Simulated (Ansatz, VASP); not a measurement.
BN: VASP beside Ansatz

```
N B
1.0
     0.00000    3.47186    2.15155
     1.24323    0.00000    2.15155
     1.24323    3.47186    0.00000
N B
1 1
Direct
  0.66665 0.66665 0.33335
  0.00005 0.00005 0.99995
```

Alike in both runs: task single point; functional r2SCAN; k mesh 13 × 13 × 13; occupations fermi-dirac, width 0.05 eV; no spin polarisation.

|  | VASP | Ansatz |
| --- | --- | --- |
| version | VASP 6.6.1 | Ansatz 0.2.0 |
| potentials or method | VASP PAW PBE potentials, release 64 (N, B) | Ansatz PAW |
| plane-wave cutoff (eV) | 520 | 500 |
| valence electrons in the cell | 8 | 8 |

```csv
,VASP,Ansatz,Ansatz less VASP
gap on the k mesh at the Fermi level (eV),4.43,4.40,-0.030
least direct gap on the mesh (eV),5.40,5.34,-0.062
pressure (GPa),4.8,4.4,-0.39
"traceless stress, the component that is largest in VASP (GPa)",-5.06,-4.40,+0.660
rms of the force components (eV/Å),0.005,0.005,-0.0002
```

VASP's potentials were made for PBE, not for r2SCAN. Atom by atom the forces differ by 0.000 eV/Å (rms over components).

Noted on Ansatz's run: odd divisions of the mesh miss points on the zone boundary, where band edges often lie, so the gap on the mesh can be too wide.
